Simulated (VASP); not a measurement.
## Li4TmGe: single point with PBE

Li4TmGe:

```xyz
6
Lattice="2.0655 -6.7429 0.0000 2.0655 6.7429 0.0000 0.0000 0.0000 4.1134" Properties=species:S:1:pos:R:3 pbc="T T T"
Li    2.0655    2.2415    0.0000
Li    2.0655   -4.4276    2.0567
Li    2.0655    4.4276    2.0567
Li    2.0655   -2.2415    0.0000
Tm    2.0655    0.0000    2.0567
Ge    0.0000    0.0000    0.0000
```

```json
{"Program": "VASP 6.6.1", "Task": "single point", "Functional": "PBE", "Potentials or basis": "VASP PAW PBE potentials, release 64 (Li_sv, Tm_3, Ge_d), 4f in core", "Cutoff": "750 eV", "k mesh": "8 × 8 × 8", "Occupations": "gaussian, width 0.1 eV", "Spin": "no spin polarisation", "Dipole correction": "no", "Mended": "yes", "Further INCAR settings": "ALGO = Normal; EDIFF = 1e-06; NBANDS = 26"}
```

```
Pressure               : 0.9 GPa
Largest force          : 0.011 eV/Å
Band gap on the k mesh : zero (an odd number of electrons rules out a gap without spin polarisation)
```

Forces on the atoms (eV/Å):
```
Li   0.000  0.011  0.000
Li   0.000  0.008  0.000
Li   0.000 -0.008  0.000
Li   0.000 -0.011  0.000
Tm   0.000  0.000  0.000
Ge   0.000  0.000  0.000
```

Stress tensor (GPa, compression positive):
```
1.01 0.00 0.00
0.00 0.88 0.00
0.00 0.00 0.92
```

Levels at points of the mesh, in eV from the Fermi level:
```tsv
k point	band 14	band 15	band 16	band 17	band 18	band 19	band 20	band 21	band 22	band 23
(0.00, 0.00, 0.00)	-2.78	-2.52	-0.17	0.40	0.52	1.07	1.22	1.63	2.77	3.57
(0.50, 0.00, 0.00)	-4.15	-2.70	-1.23	-1.15	-0.82	1.44	1.87	2.09	3.67	3.99
(0.50, 0.50, 0.00)	-3.56	-0.48	-0.41	-0.17	0.32	0.60	1.08	1.65	2.76	3.53
(0.00, 0.00, 0.50)	-4.15	-2.38	-1.35	-1.21	-0.83	0.44	2.02	2.88	3.72	3.75
(0.50, 0.00, 0.50)	-1.90	-1.87	-1.50	-1.38	-0.14	0.01	0.15	0.80	2.56	3.09
(0.50, 0.50, 0.50)	-4.07	-2.86	-1.46	-1.23	0.17	0.50	2.29	2.88	3.17	3.72
```

It took 11 min on 1 thread of AMD EPYC 9R45 96-Core Processor (Zen 5), on a shared host, peak memory 0.75 GiB.

Caveat: spin-orbit coupling is left out, which moves the levels of the heavy elements; the 4f electrons are frozen in the core, so they carry no moment and show no levels. Spin polarisation is off, so any magnetic state and its effect on volume and gap are missing.
